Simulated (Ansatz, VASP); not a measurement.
C in VASP and in Ansatz

File INCAR:

```
PREC = Accurate
ENCUT = 600
EDIFF = 1E-6
ISMEAR = -1
SIGMA = 0.1
LREAL = False
LASPH = True
NELM = 60
ALGO = Normal
ISIF = 3
LWAVE = False
LCHARG = False
GGA = PE
IBRION = 2
NSW = 60
EDIFFG = -0.005
```

KPOINTS

```
Automatic mesh
0
Gamma
  18 18 18
```

File POSCAR:

```
C
1.0
    0.0000000000      2.0103628793      2.0103628793
    2.0103628793      0.0000000000      2.0103628793
    2.0103628793      2.0103628793      0.0000000000
C
2
Direct
   -0.1250000000     -0.1250000000     -0.1250000000
    0.1250000000      0.1250000000      0.1250000000
```

Input for Ansatz:

```yaml
crystal:
  lattice:
    - [0.0, 2.0103628793, 2.0103628793]
    - [2.0103628793, 0.0, 2.0103628793]
    - [2.0103628793, 2.0103628793, 0.0]
  atoms:
    - { symbol: C, position: [-0.125, -0.125, -0.125] }
    - { symbol: C, position: [0.125, 0.125, 0.125] }
kpoints:
  mp_grid: { grid: [18, 18, 18] }
scf:
  occupations: { method: fermi_dirac, width: 0.1 }
hamiltonian:
  xc: pbe
  pseudopotentials: { kind: paw }
output:
  forces: true
  stress: true
relax:
  f_tol: 0.005
  max_steps: 40
  cell: {}
```

Alike in both runs: task relaxation of cell and atoms; functional PBE; k mesh 18 × 18 × 18; occupations fermi-dirac, width 0.1 eV; no spin polarisation.

|  | VASP | Ansatz |
| --- | --- | --- |
| version | VASP 6.6.1 | Ansatz 0.2.0 |
| potentials or method | VASP PAW PBE potentials, release 64 (C) | PAW with Ansatz's default frozen-core files, scalar-relativistic |
| plane-wave cutoff (eV) | 600 | 420 |
| valence electrons in the cell | 8 | 8 |

Ansatz gave:

* relaxed volume (Å³/atom): 5.70
* relaxed cell length with the largest relative difference (Å): 2.526

**Question.** Estimate VASP's values.

**Answer.** Relaxed volume (Å³/atom): 5.69; relaxed cell length with the largest relative difference (Å): 2.525.

Noted on VASP's run: the volume moved by over 15 % at a fixed basis, so the end points are rough.
